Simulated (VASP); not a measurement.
Here is a VASP 6.6.1 calculation.

Contents of INCAR:

```
SYSTEM = AlAs
ALGO = Normal
EDIFF = 1E-6
ENCUT = 500
GGA_COMPAT = .FALSE.
ISIF = 2
ISMEAR = 0
LASPH = .TRUE.
LCHARG = .FALSE.
LREAL = .FALSE.
LWAVE = .FALSE.
NBANDS = 11
NELM = 120
PREC = Accurate
SIGMA = 0.01
```

KPOINTS

```
k-points
0
G
  6 6 6
  0 0 0
```

The input POSCAR:

```
AlAs
1.0
    0.0000000000      2.9039495517      2.9039495517
    2.9039495517      0.0000000000      2.9039495517
    2.9039495517      2.9039495517      0.0000000000
Al As
1 1
Direct
    0.0000000000      0.0000000000      0.0000000000
    0.2500000000      0.2500000000      0.2500000000
```

Potentials or basis: VASP PAW LDA potentials, release 64 (Al, As).

Run with:

```console
$ cat potpaw_LDA.64/Al/POTCAR potpaw_LDA.64/As/POTCAR > POTCAR
$ mpirun -np 1 vasp_std > vasp.out
```

Question: Estimate the band gap on the k mesh.

Answer: 1.29 eV, direct.

Question: What does it give for the pressure?

Answer: -5.6 GPa.

A k mesh can miss the band edges.
